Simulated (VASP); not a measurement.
A run of VASP 6.6.1 is set up as follows.

INCAR

```
PREC     = Accurate       # precision mode
ENCUT    = 600            # plane-wave cutoff, eV
EDIFF    = 1E-6           # SCF threshold, eV
ISMEAR   = 0              # smearing method
SIGMA    = 0.1            # smearing width, eV
LREAL    = False          # projectors in reciprocal space
LASPH    = True           # aspherical terms in the spheres
NELM     = 120            # most SCF steps
ALGO     = Normal         # electronic algorithm
ISIF     = 2              # what is computed and relaxed
LWAVE    = False          # write WAVECAR
LCHARG   = True           # write CHGCAR
GGA      = PE             # functional
LELF     = True           # ELF
LVHAR    = True         
NBANDS   = 33             # bands
GGA_COMPAT= False
```

The input KPOINTS:

```
Automatic mesh
0
Gamma
  4 4 6
```

POSCAR

```
TiO2
1.0
    4.6403140504      0.0000000000      0.0000000000
    0.0000000000      4.6403140504      0.0000000000
    0.0000000000      0.0000000000      2.9650160084
Ti O
2 4
Direct
    0.0000000000      0.0000000000      0.0000000000
    0.5000000000      0.5000000000      0.5000000000
    0.3051378912      0.3051378912      0.0000000000
    0.1948621088      0.8051378912      0.5000000000
    0.6948621088      0.6948621088      0.0000000000
    0.8051378912      0.1948621088      0.5000000000
```

Potentials or basis: VASP PAW PBE potentials, release 64 (Ti_sv, O).

Run with:

```bash
$ cat potpaw_PBE.64/Ti_sv/POTCAR potpaw_PBE.64/O/POTCAR > POTCAR
$ mpirun -np 1 vasp_std > vasp.out
```

(1) Estimate the largest force.

(2) Estimate the band gap on the k mesh.

(3) Predict the pressure.

## Answers

(1) 0.033 eV/Å.

(2) 1.84 eV, direct.

(3) 0.6 GPa.

**Experimental background.**

From “Shallow Valence Band of Rutile GeO2 and P-type Doping”, 2020, arxiv:2011.08928, for a bulk crystal of TiO2 at 1.6 K: band gap 3.03 eV (direct).

Measured gap of TiO2: 3.03 eV (direct; 1.6 K; quoted in “Shallow Valence Band of Rutile GeO2 and P-type Doping”, 2020, arxiv:2011.08928). This calculation gives 1.84 eV (-1.19 eV). 2 values of this kind are on record in papers (3.03 to 3.05 eV); this one was drawn at random among those near their median. The value is that of PBE on a finite k mesh, which can miss the band edges, without temperature or zero-point motion. Semilocal functionals fall short of measured gaps as a rule.
